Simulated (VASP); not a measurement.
## AlSi24H10Cl3: single point with PBE

AlSi24H10Cl3, a slab with vacuum:

```
H Si Al Cl
1.0
    11.51877    0.00000    0.00000
     3.83959    6.65036    0.00000
     0.00000    0.00000   18.86876
H Si Al Cl
10 24 1 3
Direct
  0.11111 0.16667 0.05300
  0.44444 0.16667 0.05300
  0.77778 0.16667 0.05300
  0.11111 0.66667 0.05300
  0.44444 0.66667 0.05300
  0.77778 0.66667 0.05300
  0.68008 0.99885 0.41464
  0.00059 0.50024 0.41697
  0.33632 0.49390 0.41896
  0.66895 0.50063 0.41858
  0.11111 0.16667 0.13249
  0.44444 0.16667 0.13249
  0.77778 0.16667 0.13249
  0.11111 0.66667 0.13249
  0.44444 0.66667 0.13249
  0.77778 0.66667 0.13249
  0.88943 0.33281 0.17237
  0.22234 0.33288 0.17430
  0.55546 0.33337 0.17314
  0.88935 0.83226 0.17005
  0.22080 0.83470 0.17568
  0.55550 0.83449 0.17514
  0.88651 0.33911 0.29737
  0.23242 0.31164 0.29916
  0.55333 0.34158 0.29850
  0.89270 0.82031 0.29389
  0.23375 0.83797 0.30278
  0.53956 0.84371 0.30149
  0.00104 0.99613 0.32665
  0.33240 0.00421 0.36404
  0.66728 0.99920 0.32919
  0.00908 0.48903 0.33762
  0.33017 0.49934 0.33934
  0.66512 0.50748 0.33914
  0.77551 0.99862 0.48812
  0.83202 0.72442 0.53822
  0.96241 0.00222 0.45074
  0.64805 0.27049 0.53915
```

```yaml
Program: VASP 6.6.1
Task: single point
Functional: PBE
Potentials_or_basis: VASP PAW PBE potentials, release 64 (H, Si, Al, Cl)
Cutoff: 520 eV
k_mesh: 2 × 2 × 1
Occupations: fermi-dirac, width 0.05 eV
Spin: no spin polarisation
```

| Item | Value |
| --- | --- |
| Largest force | 0.313 eV/Å |
| Band gap on the k mesh | 1.07 eV |

Forces on the atoms (eV/Å):
```
H   -0.025 -0.023 -0.051
H    0.045 -0.011 -0.056
H   -0.002  0.011 -0.053
H    0.039  0.011 -0.078
H   -0.009  0.022 -0.043
H   -0.038 -0.019 -0.071
H    0.009  0.003  0.000
H    0.002  0.000 -0.005
H   -0.001 -0.001 -0.006
H   -0.001  0.001 -0.006
Si   0.184 -0.085  0.062
Si  -0.114 -0.021  0.046
Si  -0.044  0.110 -0.020
Si   0.244 -0.174  0.055
Si  -0.024  0.164  0.265
Si  -0.253  0.019 -0.038
Si  -0.001 -0.002 -0.003
Si   0.000 -0.001  0.004
Si  -0.002 -0.002 -0.003
Si  -0.001  0.003  0.006
Si   0.001  0.002  0.002
Si  -0.001 -0.002  0.000
Si  -0.001 -0.001  0.000
Si   0.000  0.004  0.005
Si   0.003  0.001  0.001
Si   0.001  0.002 -0.002
Si  -0.002 -0.005 -0.003
Si   0.000 -0.002  0.006
Si   0.001  0.000  0.001
Si   0.000 -0.003 -0.009
Si  -0.001 -0.001 -0.005
Si  -0.002  0.001  0.001
Si   0.003  0.002  0.004
Si   0.000 -0.001  0.003
Al  -0.009  0.000  0.018
Cl   0.005  0.026 -0.014
Cl  -0.013 -0.002 -0.003
Cl   0.009 -0.026 -0.013
```

Levels at points of the mesh, in eV from the valence-band top:
```csv
k point,band 63,band 64,band 65,band 66,band 67,band 68
"(0.00, 0.00, 0.00)",-0.15,-0.04,0.00,1.07,1.25,1.43
"(0.50, 0.00, 0.00)",-0.54,-0.32,-0.13,1.09,1.31,1.40
"(0.00, 0.50, 0.00)",-0.83,-0.78,-0.07,1.28,1.51,1.78
"(0.50, 0.50, 0.00)",-1.03,-0.84,-0.02,1.39,1.71,2.46
```

It took 22 min on 1 thread of Intel(R) Xeon(R) Platinum 8488C (Sapphire Rapids), on a shared host, peak memory 1.5 GiB.
